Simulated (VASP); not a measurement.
# ErBe (P6/mmm) in VASP: a series of runs

Runs on ErBe. Level: PBE. Tasks: single point.

All numbers are computed with VASP 6.6.1; they aren't measurements. Logs are shortened: lines on timing, memory, paths and dates and some standing lists are left out, and cuts for length are marked.

### Step 1. The cell of the first run

The structure is hexagonal, space group P6/mmm (No. 191). Conventional cell: a = 3.023 Å, b = 3.023 Å, c = 5.653 Å, α = 90.00°, β = 90.00°, γ = 120.00°. Within 3.7 Å of Er (site symmetry 6/mmm) lie 2 Be at 2.83 Å and 6 Er at 3.02 Å. Within 3.7 Å of Be (site symmetry 6/mmm) lie 2 Er at 2.83 Å and 6 Be at 3.02 Å.

The cell was built from a structure type or drawn by symmetry, and may not be a known phase.

### Step 2. Single point, PBE

INCAR

```
SYSTEM = ErBe
PREC = Accurate ; ENCUT = 600
EDIFF = 1E-6 ; ISMEAR = 0
SIGMA = 0.2 ; LREAL = .FALSE.
LASPH = .TRUE. ; NELM = 200
ALGO = Normal ; ISIF = 2
LWAVE = .FALSE. ; LCHARG = .FALSE.
GGA = PE ; NBANDS = 12
GGA_COMPAT = .FALSE. ; LMAXMIX = 6
```

KPOINTS

```
Automatic mesh
0
G
  9 9 3
  0 0 0
```

POSCAR

```
ErBe
1.0
    3.0231867147      0.0000000000      0.0000000000
   -1.5115933573      2.6181564953      0.0000000000
    0.0000000000      0.0000000000      5.6533057073
Er Be
1 1
Direct
    0.0000000000      0.0000000000      0.3914329018
    0.0000000000      0.0000000000      0.8914256382
```

Potentials or basis: VASP PAW PBE potentials, release 64 (Er_3, Be), 4f in core.

The run is started by

```console
> cat potpaw_PBE.64/Er_3/POTCAR potpaw_PBE.64/Be/POTCAR > POTCAR
> mpirun -np 1 vasp_std > vasp.out
```

OUTCAR:

```text
SYSTEM = ErBe
   PREC = Accurate
   ENCUT = 600
   EDIFF = 1E-6
   ISMEAR = 0
   LREAL = .FALSE.
   LASPH = .TRUE.
   NELM = 200
   ISIF = 2
   GGA = PE

 ion  position               nearest neighbor table
   1  0.000  0.000  0.391-   2 2.83   2 2.83
   2  0.000  0.000  0.891-   1 2.83   1 2.83

  LATTYP: Found a hexagonal cell.
 ALAT       =     3.0231867147
 C/A-ratio  =     1.8699823202

  Lattice vectors:

 A1 = (   3.0231867147,   0.0000000000,   0.0000000000)
 A2 = (  -1.5115933573,   2.6181564953,   0.0000000000)
 A3 = (   0.0000000000,   0.0000000000,   5.6533057073)

Analysis of symmetry for initial positions (statically):
=====================================================================
 Subroutine PRICEL returns:
 Original cell was already a primitive cell.

 Routine SETGRP: Setting up the symmetry group for a
 hexagonal supercell.

 Subroutine GETGRP returns: Found 12 space group operations
 (whereof 12 operations were pure point group operations)
 out of a pool of 24 trial point group operations.

The static configuration has the point symmetry C_6v.

Analysis of symmetry for dynamics (positions and initial velocities):
=====================================================================
 Subroutine PRICEL returns:
 Original cell was already a primitive cell.

 Routine SETGRP: Setting up the symmetry group for a
 hexagonal supercell.

 Subroutine GETGRP returns: Found 12 space group operations
 (whereof 12 operations were pure point group operations)
 out of a pool of 24 trial point group operations.

The dynamic configuration has the point symmetry C_6v.

 Subroutine INISYM returns: Found 12 space group operations
 (whereof 12 operations are pure point group operations),
 and found     1 'primitive' translations

----------------------------------------------------------------------------------------

                                     Primitive cell

  volume of cell :      44.7469

  direct lattice vectors                    reciprocal lattice vectors
     3.023186715  0.000000000  0.000000000     0.330776791  0.190974069  0.000000000
    -1.511593357  2.618156495  0.000000000     0.000000000  0.381948139  0.000000000
     0.000000000  0.000000000  5.653305707     0.000000000  0.000000000  0.176887657

  length of vectors
     3.023186715  3.023186715  5.653305707     0.381948139  0.381948139  0.176887657

  position of ions in fractional coordinates (direct lattice)
[... 86 lines left out ...]
   POTIM  = 0.5000    time-step for ionic-motion
   TEBEG  =    0.0;   TEEND  =   0.0 temperature during run
   PSTRESS=    0.0 pullay stress
   NELECT =      11.0000    total number of electrons
   NUPDOWN=      -1.0000    fix difference up-down
   EMIN   =  10.00;   EMAX   =-10.00  energy-range for DOS
   EFERMI =   0.00;   METHOD = LEGACY
   ISMEAR =     0;   SIGMA  =   0.20  broadening in eV -4-tet -1-fermi 0-gaus
   EFERMI_NEDOS =   21; number of points for ismear=-14 and -15
   IALGO  =     38    algorithm
   IMIX   =      4    mixing-type and parameters
     AMIX     =   0.40;   BMIX     =  1.00
     AMIX_MAG =   1.60;   BMIX_MAG =  1.00
  volume/ion in A,a.u.               =      22.37       150.98
  Fermi-wavevector in a.u.,A,eV,Ry     =   1.025537  1.937984 14.309606  1.051726
  Thomas-Fermi vector in A             =   2.159383
   LORBIT       =      0    0 simple, 1 ext, 2 COOP (PROOUT), +10 PAW based schemes
   GGA     = PE    functional components
   LHFCALC =     F    Hartree Fock is set to
   AEXX    =    0.0000 exact exchange contribution
   IVDW    =     0    specifies the selected vdW correction
   LEPSILON=     F    determine dielectric tensor
   LRPA    =     F    only Hartree local field effects (RPA)
 non-spin polarized calculation
 Gauss-broadening in eV      SIGMA  =   0.20
  energy-cutoff  :      600.00
  volume of cell :       44.75
 maximum number of plane-waves:      1521
   NGX = 13   NGY = 13   NGZ = 23

 number of electron      10.9999999 magnetization

 Free energy of the ion-electron system (eV)
  ---------------------------------------------------
  ext. energy  EPLUGINS =         0.00000000
  ---------------------------------------------------
  free energy    TOTEN  =        -5.71544626 eV

  energy without entropy =       -5.66580862  energy(sigma->0) =       -5.69062744

 E-fermi :   2.5184     XC(G=0):  -9.4684

 val. band max:        2.4608712148   @ k =   0.4444   0.1111   0.3333
 cond. band min:       2.5262097093   @ k =   0.3333   0.3333   0.0000
 fundamental gap:      0.0653384945
 Fermi energy:         2.5183705453

 k-point     1 :       0.0000    0.0000    0.0000
  band No.  band energies     occupation
      1     -21.7092      2.00000
      2     -20.9241      2.00000
      3     -20.9241      2.00000
      4      -3.5019      2.00000
      5      -0.1502      2.00000
      6       1.7323      2.00000
      7       5.3988      0.00000
      8       5.3988      0.00000
      9       6.9210      0.00000
     10       9.2667      0.00000
     11       9.2667      0.00000
     12      11.4800      0.00000
[... 331 lines left out ...]
 k-point    24 :       0.3333    0.3333    0.3333
  band No.  band energies     occupation
      1     -22.1350      2.00000
      2     -22.1350      2.00000
      3     -21.3777      2.00000
      4       2.2552      1.93729
      5       2.2552      1.93729
      6       3.0967      0.00004
      7       3.9624      0.00000
      8       3.9624      0.00000
      9       4.8460      0.00000
     10       6.1328      0.00000
     11       6.1328      0.00000
     12      11.2015      0.00000

------------------------ aborting loop because EDIFF is reached ----------------------------------------

  FORCE on cell =-STRESS in cart. coord.  units (eV):
  Direction    XX          YY          ZZ          XY          YZ          ZX
  --------------------------------------------------------------------------------------
  -------------------------------------------------------------------------------------
  Total        0.2025128      0.2025128      0.0688344      0.0000000     -0.0000000     -0.0000000
  in kB        7.2510360      7.2510360      2.4646388      0.0000000     -0.0000000     -0.0000000
  external PRESSURE =       5.6555703 kB  Pullay stress =       0.0000000 kB

 VOLUME and BASIS-vectors are now :
 -----------------------------------------------------------------------------
  energy-cutoff  :      600.00
  volume of cell :       44.75
      direct lattice vectors                 reciprocal lattice vectors
     3.023186715  0.000000000  0.000000000     0.330776791  0.190974069  0.000000000
    -1.511593357  2.618156495  0.000000000     0.000000000  0.381948139  0.000000000
     0.000000000  0.000000000  5.653305707     0.000000000  0.000000000  0.176887657

 POSITION                                       TOTAL-FORCE (eV/Angst)
 -----------------------------------------------------------------------------------
      0.00000      0.00000      2.21289        -0.000000      0.000000     -0.000170
      0.00000      0.00000      5.03950         0.000000     -0.000000      0.000170
 -----------------------------------------------------------------------------------
    total drift:                               -0.000000     -0.000000     -0.000002

  FREE ENERGIE OF THE ION-ELECTRON SYSTEM (eV)
  ---------------------------------------------------
  free  energy   TOTEN  =        -5.7154462633 eV

  energy  without entropy=       -5.6658086245  energy(sigma->0) =       -5.69062744
```

stdout:

```text
POSCAR found type information on POSCAR ErBe
 POSCAR found :  2 types and       2 ions
 scaLAPACK will be used
 LDA part: xc-table for (Slater+PW92), standard interpolation
 POSCAR, INCAR and KPOINTS ok, starting setup
 FFT: planning ... GRIDC
 FFT: planning ... GRID_SOFT
 FFT: planning ... GRID
 WAVECAR not read
 entering main loop
```

It took 28 s on 1 thread of AMD EPYC 7R43 (Zen 3), shared host; peak memory 0.15 GiB.

Results:

| Quantity | Value |
| --- | --- |
| Free energy | -5.7154 eV |
| Pressure | 0.6 GPa |
| Band gap on the k mesh | zero (an odd number of electrons rules out a gap without spin polarisation) |

Caveat: the k points lie up to 0.37 Å⁻¹ apart, too coarse for converged energies and pressures of a metal; spin-orbit coupling is left out, which moves the levels of the heavy elements; the 4f electrons are frozen in the core, so they carry no moment and show no levels. Spin polarisation is off, so any magnetic state and its effect on volume and gap are missing.

### Step 3. Single point, PBE

This run uses another cell than the first one, of 22.24 Å³/atom.

INCAR

```
SYSTEM = ErBe
PREC = Accurate
ENCUT = 600
EDIFF = 1E-6
ISMEAR = 0
SIGMA = 0.2
LREAL = .False.
LASPH = .True.
NELM = 200
ALGO = Normal
ISIF = 2
LWAVE = .False.
LCHARG = .True.
GGA = PE
LELF = .True.
LVHAR = .True.
NBANDS = 12
GGA_COMPAT = .False.
LMAXMIX = 6
```

KPOINTS

```
Automatic mesh
0
Gamma
  7 7 5
  0 0 0
```

POSCAR

```
ErBe
1.0
    3.0052134799      0.0000000028      0.0000000000
   -1.5026067424      2.6025912160      0.0000000000
    0.0000000000      0.0000000000      5.6872280804
Er Be
1 1
Direct
    0.0000000000      0.0000000000      0.0000000000
    0.0000000000      0.0000000000      0.5000000000
```

Potentials or basis: VASP PAW PBE potentials, release 64 (Er_3, Be), 4f in core.

The run is started by

```console
> cat potpaw_PBE.64/Er_3/POTCAR potpaw_PBE.64/Be/POTCAR > POTCAR
> mpirun -np 1 vasp_std > vasp.out
```

Run time: 28 s. Hardware: 1 thread of AMD EPYC 7R43 (Zen 3), shared host; peak memory 0.15 GiB.

Results (log left out):

```
Free energy            : -5.7418 eV
Pressure               : 0.6 GPa
Band gap on the k mesh : zero (an odd number of electrons rules out a gap without spin polarisation)
```

Stress tensor (GPa, compression positive):
```
0.61 0.00 0.00
0.00 0.61 0.00
0.00 0.00 0.49
```

Levels at points of the mesh, in eV from the Fermi level:
| k point | band 2 | band 3 | band 4 | band 5 | band 6 | band 7 | band 8 | band 9 | band 10 | band 11 |
| --- | --- | --- | --- | --- | --- | --- | --- | --- | --- | --- |
| (0.00, 0.00, 0.00) | -23.40 | -23.40 | -6.16 | -2.75 | -0.97 | 2.89 | 2.89 | 4.17 | 6.79 | 6.79 |

Caveat: spin-orbit coupling is left out, which moves the levels of the heavy elements; the 4f electrons are frozen in the core, so they carry no moment and show no levels. Spin polarisation is off, so any magnetic state and its effect on volume and gap are missing.
